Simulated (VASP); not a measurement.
# Ti (P6_3/mmc) in VASP: further runs

Ti is run at these levels: LDA; tasks: single point.

Everything below comes from runs of VASP 6.6.1. Logs are shortened: lines on timing, memory, paths and dates and some standing lists are left out, and cuts for length are marked.

## Step 1: The cell of the first run

It takes space group P6_3/mmc (No. 194, hexagonal). Conventional cell: a = 2.856 Å, b = 2.856 Å, c = 4.525 Å, α = 90.00°, β = 90.00°, γ = 120.00°. Ti (site symmetry -6m2) has 12 Ti at 2.80 to 2.86 Å within 3.7 Å.

## Step 2: Single point, LDA

Contents of INCAR:

```
PREC = Accurate ; ENCUT = 520
EDIFF = 1E-6 ; ISMEAR = -1
SIGMA = 0.08 ; LREAL = False
LASPH = True ; NELM = 60
ALGO = Normal ; ISIF = 2
LWAVE = False ; LCHARG = True
LELF = True ; LVHAR = True
NBANDS = 19
```

Contents of KPOINTS:

```
regular mesh
0
Gamma
  18 18 10
```

Contents of POSCAR:

```
Ti
1.0
    2.8564554465      0.0000000000      0.0000000000
   -1.4282277232      2.4737629814      0.0000000000
    0.0000000000      0.0000000000      4.5254725207
Ti
2
Direct
    0.3333333333      0.6666666667      0.2500000000
    0.6666666667      0.3333333333      0.7500000000
```

Potentials or basis: VASP PAW LDA potentials, release 64 (Ti_sv).

On the command line:

```
$ cat potpaw_LDA.64/Ti_sv/POTCAR > POTCAR
$ mpirun -np 1 vasp_std > vasp.out
```

OUTCAR:

```text
PREC = Accurate
   ENCUT = 520
   EDIFF = 1E-6
   ISMEAR = -1
   LREAL = False
   LASPH = True
   NELM = 60
   ISIF = 2

 ion  position               nearest neighbor table
   1  0.333  0.667  0.250-   2 2.80   2 2.80   2 2.80   2 2.80   2 2.80   2 2.80
   2  0.667  0.333  0.750-   1 2.80   1 2.80   1 2.80   1 2.80   1 2.80   1 2.80

  LATTYP: Found a hexagonal cell.
 ALAT       =     2.8564554465
 C/A-ratio  =     1.5842965541

  Lattice vectors:

 A1 = (   2.8564554465,   0.0000000000,   0.0000000000)
 A2 = (  -1.4282277232,   2.4737629814,   0.0000000000)
 A3 = (   0.0000000000,   0.0000000000,   4.5254725207)

Analysis of symmetry for initial positions (statically):
=====================================================================
 Subroutine PRICEL returns:
 Original cell was already a primitive cell.

 Routine SETGRP: Setting up the symmetry group for a
 hexagonal supercell.

 Subroutine GETGRP returns: Found 24 space group operations
 (whereof 12 operations were pure point group operations)
 out of a pool of 24 trial point group operations.

The static configuration has the point symmetry D_3d.
 The point group associated with its full space group is D_6h.

Analysis of symmetry for dynamics (positions and initial velocities):
=====================================================================
 Subroutine PRICEL returns:
 Original cell was already a primitive cell.

 Routine SETGRP: Setting up the symmetry group for a
 hexagonal supercell.

 Subroutine GETGRP returns: Found 24 space group operations
 (whereof 12 operations were pure point group operations)
 out of a pool of 24 trial point group operations.

The dynamic configuration has the point symmetry D_3d.
 The point group associated with its full space group is D_6h.

 Subroutine INISYM returns: Found 24 space group operations
 (whereof 12 operations are pure point group operations),
 and found     1 'primitive' translations

----------------------------------------------------------------------------------------

                                     Primitive cell

  volume of cell :      31.9779

  direct lattice vectors                    reciprocal lattice vectors
     2.856455447  0.000000000  0.000000000     0.350084228  0.202121223  0.000000000
    -1.428227723  2.473762981  0.000000000     0.000000000  0.404242447  0.000000000
     0.000000000  0.000000000  4.525472521     0.000000000  0.000000000  0.220971400

  length of vectors
     2.856455447  2.856455446  4.525472521     0.404242447  0.404242447  0.220971400

  position of ions in fractional coordinates (direct lattice)
     0.333333333  0.666666667  0.250000000
     0.666666667  0.333333333  0.750000000

  ion indices of the primitive-cell ions
   primitive index   ion index
                 1           1
                 2           2

----------------------------------------------------------------------------------------

 KPOINTS: regular mesh

Automatic generation of k-mesh.
 Grid dimensions read from file:
 generate k-points for:   18   18   10

 Generating k-lattice:

  Cartesian coordinates                     Fractional coordinates (reciprocal lattice)
     0.019449124  0.011228957  0.000000000     0.055555556  0.000000000  0.000000000
     0.000000000  0.022457914  0.000000000     0.000000000  0.055555556  0.000000000
     0.000000000  0.000000000  0.022097140     0.000000000  0.000000000  0.100000000

  Length of vectors
     0.022457914  0.022457914  0.022097140

  Shift w.r.t. Gamma in fractional coordinates (k-lattice)
     0.000000000  0.000000000  0.000000000

 Subroutine IBZKPT returns following result:
 ===========================================

 Found    222 irreducible k-points:

 Following reciprocal coordinates:
            Coordinates               Weight
  0.000000  0.000000  0.000000      1.000000
  0.055556 -0.000000  0.000000      6.000000
  0.111111 -0.000000  0.000000      6.000000
  0.166667 -0.000000  0.000000      6.000000
  0.222222 -0.000000  0.000000      6.000000
  0.277778  0.000000  0.000000      6.000000
[... 16 lines left out ...]
  0.333333  0.111111  0.000000     12.000000
  0.388889  0.111111  0.000000     12.000000
 [... further k-points ...]
   k-points           NKPTS =    222   k-points in BZ     NKDIM =    222   number of bands    NBANDS=     19
   number of dos      NEDOS =    301   number of ions     NIONS =      2
   total plane-waves  NPLWV =  20736
   dimension x,y,z NGX =    24 NGY =   24 NGZ =   36
   dimension x,y,z NGXF=    48 NGYF=   48 NGZF=   72
   ions per type =               2
   NGX,Y,Z   is equivalent  to a cutoff of  13.97, 13.97, 13.22 a.u.
   NGXF,Y,Z  is equivalent  to a cutoff of  27.94, 27.94, 26.45 a.u.
 SYSTEM =  unknown system
   PREC   = accura    normal or accurate (medium, high low for compatibility)
   ISTART =      0    job   : 0-new  1-cont  2-samecut
   ICHARG =      2    charge: 1-file 2-atom 10-const
   ISPIN  =      1    spin polarized calculation?
   LNONCOLLINEAR =      F non collinear calculations
   LSORBIT =      F    spin-orbit coupling
   LASPH  =      T    aspherical Exc in radial PAW
   ENCUT  =  520.0 eV  38.22 Ry    6.18 a.u.   5.31  5.31  8.41*2*pi/ulx,y,z
   NELM   =     60;   NELMIN=  2; NELMDL= -5     # of ELM steps
   EDIFF  = 0.1E-05   stopping-criterion for ELM
   LREAL  =      F    real-space projection
   EDIFFG = 0.1E-04   stopping-criterion for IOM
   NSW    =      0    number of steps for IOM
   IBRION =     -1    ionic relax: 0-MD 1-quasi-New 2-CG
   NFREE  =      0    steps in history (QN), initial steepest desc. (CG)
   ISIF   =      2    stress and relaxation
   ISYM   =      2    0-nonsym 1-usesym 2-fastsym
   POTIM  = 0.5000    time-step for ionic-motion
   TEBEG  =    0.0;   TEEND  =   0.0 temperature during run
   PSTRESS=    0.0 pullay stress
   NELECT =      24.0000    total number of electrons
   NUPDOWN=      -1.0000    fix difference up-down
   EMIN   =  10.00;   EMAX   =-10.00  energy-range for DOS
   EFERMI =   0.00;   METHOD = LEGACY
   ISMEAR =    -1;   SIGMA  =   0.08  broadening in eV -4-tet -1-fermi 0-gaus
   EFERMI_NEDOS =   21; number of points for ismear=-14 and -15
   IALGO  =     38    algorithm
   IMIX   =      4    mixing-type and parameters
     AMIX     =   0.40;   BMIX     =  1.00
     AMIX_MAG =   1.60;   BMIX_MAG =  1.00
  volume/ion in A,a.u.               =      15.99       107.90
  Fermi-wavevector in a.u.,A,eV,Ry     =   1.487746  2.811432 30.114969  2.213388
  Thomas-Fermi vector in A             =   2.600868
   LORBIT       =      0    0 simple, 1 ext, 2 COOP (PROOUT), +10 PAW based schemes
   GGA     = CA    functional components
   LHFCALC =     F    Hartree Fock is set to
   AEXX    =    0.0000 exact exchange contribution
   IVDW    =     0    specifies the selected vdW correction
   LEPSILON=     F    determine dielectric tensor
   LRPA    =     F    only Hartree local field effects (RPA)
 non-spin polarized calculation
  energy-cutoff  :      520.00
  volume of cell :       31.98
 maximum number of plane-waves:       880
 NGX is ok and might be reduce to    24
   NGX = 11   NGY = 11   NGZ = 17

 number of electron      24.0000004 magnetization

 Free energy of the ion-electron system (eV)
  ---------------------------------------------------
  ext. energy  EPLUGINS =         0.00000000
  ---------------------------------------------------
  free energy    TOTEN  =       -17.12141584 eV

  energy without entropy =      -17.07574597  energy(sigma->0) =      -17.09858090

 E-fermi :   8.9811     XC(G=0): -12.1860

 val. band max:        8.9630557359   @ k =   0.3333   0.2778   0.4000
 cond. band min:       8.9829979314   @ k =   0.3333   0.3333   0.3000
 fundamental gap:      0.0199421955
 Fermi energy:         8.9811350316

 k-point     1 :       0.0000    0.0000    0.0000
  band No.  band energies     occupation
      1     -47.0402      2.00000
      2     -46.8390      2.00000
      3     -24.1211      2.00000
      4     -23.2755      2.00000
      5     -23.2755      2.00000
      6     -23.1693      2.00000
[... 11 lines left out ...]
     18      10.7267      0.00000
     19      12.4510      0.00000

 k-point     2 :       0.0556   -0.0000    0.0000
  band No.  band energies     occupation
      1     -47.0357      2.00000
      2     -46.8372      2.00000
      3     -24.1119      2.00000
      4     -23.2947      2.00000
      5     -23.2819      2.00000
      6     -23.1731      2.00000
[... 11 lines left out ...]
     18      10.6707      0.00000
     19      12.4821      0.00000

 k-point     3 :       0.1111   -0.0000    0.0000
  band No.  band energies     occupation
      1     -47.0226      2.00000
      2     -46.8321      2.00000
      3     -24.0850      2.00000
      4     -23.3498      2.00000
      5     -23.3000      2.00000
      6     -23.2196      2.00000
[... 11 lines left out ...]
     18      10.5844      0.00000
     19      12.5600      0.00000

 k-point     4 :       0.1667   -0.0000    0.0000
  band No.  band energies     occupation
      1     -47.0021      2.00000
      2     -46.8246      2.00000
      3     -24.0420      2.00000
      4     -23.4348      2.00000
      5     -23.3269      2.00000
      6     -23.3047      2.00000
[... 11 lines left out ...]
     18      10.8712      0.00000
     19      12.6551      0.00000

 k-point     5 :       0.2222   -0.0000    0.0000
  band No.  band energies     occupation
      1     -46.9762      2.00000
      2     -46.8162      2.00000
      3     -23.9857      2.00000
      4     -23.5396      2.00000
      5     -23.4062      2.00000
      6     -23.3588      2.00000
[... 11 lines left out ...]
     18      11.2427      0.00000
     19      12.7448      0.00000
[... 334 lines left out ...]
      2     -46.8062      2.00000
      3     -23.8985      2.00000
      4     -23.6471      2.00000
      5     -23.5649      2.00000
      6     -23.3880      2.00000
[... 11 lines left out ...]
     18      12.0617      0.00000
     19      12.7589      0.00000

 k-point    22 :       0.2778    0.1111    0.0000
  band No.  band energies     occupation
      1     -46.9104      2.00000
      2     -46.8014      2.00000
      3     -23.8299      2.00000
      4     -23.7457      2.00000
      5     -23.6306      2.00000
      6     -23.4359      2.00000
[... 11 lines left out ...]
     18      12.5971      0.00000
     19      12.7946      0.00000

 k-point    23 :       0.3333    0.1111    0.0000
  band No.  band energies     occupation
      1     -46.8853      2.00000
      2     -46.7998      2.00000
      3     -23.8260      2.00000
      4     -23.7632      2.00000
      5     -23.6834      2.00000
      6     -23.4747      2.00000
[... 11 lines left out ...]
     18      12.8184      0.00000
     19      13.1519      0.00000

 k-point    24 :       0.3889    0.1111    0.0000
  band No.  band energies     occupation
      1     -46.8668      2.00000
      2     -46.8009      2.00000
      3     -23.8783      2.00000
      4     -23.7177      2.00000
      5     -23.7092      2.00000
      6     -23.4996      2.00000
[... 11 lines left out ...]
     18      12.8315      0.00000
     19      13.7115      0.00000

 [... further k-points ...]
[... 5 lines left out ...]
  --------------------------------------------------------------------------------------
  -------------------------------------------------------------------------------------
  Total        0.1734981      0.1734981      0.1766336      0.0000000      0.0000000      0.0000000
  in kB        8.6927207      8.6927207      8.8498189      0.0000000      0.0000000      0.0000000
  external PRESSURE =       8.7450868 kB  Pullay stress =       0.0000000 kB

 VOLUME and BASIS-vectors are now :
 -----------------------------------------------------------------------------
  energy-cutoff  :      520.00
  volume of cell :       31.98
      direct lattice vectors                 reciprocal lattice vectors
     2.856455447  0.000000000  0.000000000     0.350084228  0.202121223  0.000000000
    -1.428227723  2.473762981  0.000000000     0.000000000  0.404242447  0.000000000
     0.000000000  0.000000000  4.525472521     0.000000000  0.000000000  0.220971400

 POSITION                                       TOTAL-FORCE (eV/Angst)
 -----------------------------------------------------------------------------------
     -0.00000      1.64918      1.13137         0.000000     -0.000000      0.000000
      1.42823      0.82459      3.39410        -0.000000      0.000000      0.000000
 -----------------------------------------------------------------------------------
    total drift:                                0.000000     -0.000000      0.000000

  FREE ENERGIE OF THE ION-ELECTRON SYSTEM (eV)
  ---------------------------------------------------
  free  energy   TOTEN  =       -17.1214158387 eV

  energy  without entropy=      -17.0757459655  energy(sigma->0) =      -17.09858090
```

Run time: 76 s. Hardware: 1 thread of Intel Xeon 6975P-C (Granite Rapids), shared host; peak memory 0.22 GiB.

What came out:

* Free energy: -17.1214 eV
* Pressure: 0.9 GPa
* Band gap on the k mesh: zero (band 12 reaches 9.85 eV, above the bottom of band 13 at 8.70 eV)

Levels at points of the mesh, in eV from the Fermi level:
```tsv
k point	band 9	band 10	band 11	band 12	band 13	band 14	band 15	band 16
(0.00, 0.00, 0.00)	-6.29	-2.87	0.80	0.80	0.94	1.15	1.36	1.36
(0.50, 0.00, 0.00)	-2.41	-2.40	-2.06	-0.43	0.46	0.71	1.31	3.70
(0.00, 0.00, 0.50)	-4.33	-4.33	0.10	0.10	0.69	0.69	0.69	0.69
(0.50, 0.00, 0.50)	-2.75	-2.75	-0.91	-0.91	1.66	1.66	1.87	1.87
```

## Step 3: Single point, LDA

This run uses another cell than the first one, of 16.11 Å³/atom, 1.008 times its volume.

Contents of INCAR:

```
SYSTEM = Ti
ALGO = Normal
EDIFF = 1E-7
ENCUT = 520
ISIF = 2
ISMEAR = -1
LASPH = .TRUE.
LCHARG = .FALSE.
LREAL = .FALSE.
LWAVE = .FALSE.
NBANDS = 19
NELM = 60
PREC = Accurate
SIGMA = 0.08
```

Contents of KPOINTS:

```
k-points
0
G
  18 18 10
  0 0 0
```

Contents of POSCAR:

```
Ti
1.0
    2.8642175340      0.0000000000      0.0000000000
   -1.4321087670      2.4804851464      0.0000000000
    0.0000000000      0.0000000000      4.5358394173
Ti
2
Direct
    0.3333333333      0.6666666667      0.2500000000
    0.6666666667      0.3333333333      0.7500000000
```

Potentials or basis: VASP PAW LDA potentials, release 64 (Ti_sv).

On the command line:

```
$ cat potpaw_LDA.64/Ti_sv/POTCAR > POTCAR
$ mpirun -np 1 vasp_std > vasp.out
```

OUTCAR:

```text
SYSTEM = Ti
   EDIFF = 1E-7
   ENCUT = 520
   ISIF = 2
   ISMEAR = -1
   LASPH = .TRUE.
   LREAL = .FALSE.
   NELM = 60
   PREC = Accurate

 ion  position               nearest neighbor table
   1  0.333  0.667  0.250-   2 2.81   2 2.81   2 2.81   2 2.81   2 2.81   2 2.81
   2  0.667  0.333  0.750-   1 2.81   1 2.81   1 2.81   1 2.81   1 2.81   1 2.81

  LATTYP: Found a hexagonal cell.
 ALAT       =     2.8642175340
 C/A-ratio  =     1.5836225299

  Lattice vectors:

 A1 = (   2.8642175340,   0.0000000000,   0.0000000000)
 A2 = (  -1.4321087670,   2.4804851464,   0.0000000000)
[... 192 lines left out ...]
      6     -23.2792      2.00000
[... 505 lines left out ...]
      6     -23.6012      2.00000
[... 11 lines left out ...]
     18      12.7094      0.00000
     19      13.5765      0.00000

 [... further k-points ...]
[... 5 lines left out ...]
  --------------------------------------------------------------------------------------
  -------------------------------------------------------------------------------------
  Total       -0.0386692     -0.0386692     -0.0337664      0.0000000      0.0000000      0.0000000
  in kB       -1.9225385     -1.9225385     -1.6787835      0.0000000      0.0000000      0.0000000
  external PRESSURE =      -1.8412868 kB  Pullay stress =       0.0000000 kB

 VOLUME and BASIS-vectors are now :
 -----------------------------------------------------------------------------
  energy-cutoff  :      520.00
  volume of cell :       32.23
      direct lattice vectors                 reciprocal lattice vectors
     2.864217534  0.000000000  0.000000000     0.349135493  0.201573471  0.000000000
    -1.432108767  2.480485146  0.000000000     0.000000000  0.403146941  0.000000000
     0.000000000  0.000000000  4.535839417     0.000000000  0.000000000  0.220466359

 POSITION                                       TOTAL-FORCE (eV/Angst)
 -----------------------------------------------------------------------------------
     -0.00000      1.65366      1.13396        -0.000000      0.000000      0.000000
      1.43211      0.82683      3.40188         0.000000      0.000000      0.000000
 -----------------------------------------------------------------------------------
    total drift:                               -0.000000      0.000000     -0.000000

  FREE ENERGIE OF THE ION-ELECTRON SYSTEM (eV)
  ---------------------------------------------------
  free  energy   TOTEN  =       -17.1219824937 eV

  energy  without entropy=      -17.0760245264  energy(sigma->0) =      -17.09900351
```

Run time: 1.8 min. Hardware: 1 thread of Intel Xeon 6975P-C (Granite Rapids), shared host; peak memory 0.22 GiB.

Results:

- Free energy: -17.1220 eV
- Pressure: -0.2 GPa
- Band gap on the k mesh: zero (band 12 reaches 9.76 eV, above the bottom of band 13 at 8.61 eV)

Levels at points of the mesh, in eV from the Fermi level:
```tsv
k point	band 9	band 10	band 11	band 12	band 13	band 14	band 15	band 16
(0.00, 0.00, 0.00)	-6.27	-2.85	0.80	0.80	0.94	1.13	1.35	1.35
(0.50, 0.00, 0.00)	-2.40	-2.38	-2.04	-0.45	0.46	0.70	1.30	3.67
(0.00, 0.00, 0.50)	-4.32	-4.32	0.11	0.11	0.69	0.69	0.69	0.69
(0.50, 0.00, 0.50)	-2.73	-2.73	-0.90	-0.90	1.63	1.63	1.85	1.85
```
